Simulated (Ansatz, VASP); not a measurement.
One calculation of MgO, two programs

File INCAR:

```
SYSTEM = MgO
PREC = Accurate
ENCUT = 520
EDIFF = 1E-6
ISMEAR = -1
SIGMA = 0.05
LREAL = .False.
LASPH = .True.
NELM = 60
ALGO = Normal
ISIF = 2
LWAVE = .False.
LCHARG = .True.
GGA = PE
LELF = .True.
LVHAR = .True.
NBANDS = 11
```

Contents of KPOINTS:

```
regular mesh
0
Gamma
  10 10 10
  0 0 0
```

POSCAR

```
MgO
1.0
    2.9183020482      0.0000000000      0.0000000000
   -1.4591510241      2.5273237096      0.0000000000
    0.0000000000      0.0000000000      2.6616950286
Mg O
1 1
Direct
    0.0000000000      0.0000000000      0.0000000000
    0.3333333333      0.6666666667      0.5000000000
```

The input input.yaml:

```yaml
crystal:
  lattice:
    - [2.9183020482, 0.0, 0.0]
    - [-1.4591510241, 2.5273237096, 0.0]
    - [0.0, 0.0, 2.6616950286]
  atoms:
    - { symbol: Mg, position: [0.0, 0.0, 0.0] }
    - { symbol: O, position: [0.3333333333, 0.6666666667, 0.5] }
hamiltonian:
  xc: pbe
  pseudopotentials: { kind: paw, azcp: { folder: soft_1 } }
kpoints:
  mp_grid: { grid: [10, 10, 10] }
scf:
  occupations: { method: fermi_dirac, width: 0.05 }
output:
  forces: true
  stress: true
  eigenvalues: true
```

Alike in both runs: task single point; functional PBE; k mesh 10 × 10 × 10; occupations fermi-dirac, width 0.05 eV; no spin polarisation.

|  | VASP | Ansatz |
| --- | --- | --- |
| version | VASP 6.6.1 | Ansatz 0.2.0 |
| potentials or method | VASP PAW PBE potentials, release 64 (Mg, O) | Ansatz PAW soft_1 |
| plane-wave cutoff (eV) | 520 | 420 |
| valence electrons in the cell | 8 | 16 |

|  | VASP | Ansatz | Ansatz less VASP |
| --- | --- | --- | --- |
| gap on the k mesh at the Fermi level (eV) | 3.16 | 3.18 | +0.021 |
| least direct gap on the mesh (eV) | 3.56 | 3.58 | +0.019 |
| pressure (GPa) | 2.2 | 2.9 | +0.69 |
| traceless stress, the component that is largest in VASP (GPa) | 0.43 | 0.51 | +0.080 |

VASP's potentials hold 8 valence electrons a cell and Ansatz's 16, so a difference there can come from the potentials and not from the codes.
